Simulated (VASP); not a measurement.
Wanted: the native input for a VASP 6.6.1 run.

| Quantity | Value |
| --- | --- |
| Task | single point |
| Functional | LDA |
| Potentials or basis | VASP PAW LDA potentials, release 64 (In_d, Mn_pv, N) |
| Cutoff | 520 eV |
| k mesh | 7 × 7 × 3 |
| Occupations | gaussian, width 0.1 eV |
| Spin | collinear spin, ferromagnetic start |
| Starting moments | [0.0, 4.0, 4.0, 0.0, 0.0] μB |
| Dipole correction | no |
| Further INCAR settings | ALGO = Normal; EDIFF = 1e-06; NBANDS = 36 |

The structure of Mn2InN2 lies in POSCAR:

```
Mn2InN2
1.0
    2.7770159899     -1.6127287546      0.0000000000
    2.7770159899      1.6127287546      0.0000000000
   -0.0228246757      0.0000000000      7.4063662167
In Mn N
1 2 2
Direct
    0.0000000000      0.0000000000      0.5000000000
    0.6664280000      0.6664280000      0.8856840000
    0.3335720000      0.3335720000      0.1143160000
    0.6679540000      0.6679540000      0.1518960000
    0.3320460000      0.3320460000      0.8481040000
```

These files were run (other wordings do the same):

INCAR

```
SYSTEM = Mn2InN2
  PREC = Accurate
  ENCUT = 520
  EDIFF = 1E-6
  ISMEAR = 0
  SIGMA = 0.1
  LREAL = .FALSE.
  LASPH = .TRUE.
  NELM = 150
  ALGO = Normal
  ISIF = 2
  LWAVE = .FALSE.
  LCHARG = .FALSE.
  ISPIN = 2
  MAGMOM = 0 4 4 0 0
  LORBIT = 11
  LMAXMIX = 4
  GGA = CA
  NBANDS = 36
```

KPOINTS

```
Automatic mesh
0
G
  7 7 3
  0 0 0
```

Potentials or basis: VASP PAW LDA potentials, release 64 (In_d, Mn_pv, N).

Run with:

```sh
$ cat potpaw_LDA.64/In_d/POTCAR potpaw_LDA.64/Mn_pv/POTCAR potpaw_LDA.64/N/POTCAR > POTCAR
$ mpirun -np 1 vasp_std > vasp.out
```

It gave:

```json
{
 "Pressure": "-11.7 GPa",
 "Largest force": "0.567 eV/Å",
 "Net moment": "2.58 μB per cell",
 "Site moments": "In +0.00; Mn +1.29; N -0.06 μB",
 "Valence electrons inside the program's atomic spheres": "In 11.32; Mn 12.05; N 3.64"
}
```

Caveat: the cell stands under tension; only a ferromagnetic start was run, and an antiferromagnetic order may lie lower in energy.

Run time: 2.5 min on 1 thread of AMD EPYC 7R13 Processor (Zen 3) (shared host), peak memory 0.24 GiB.
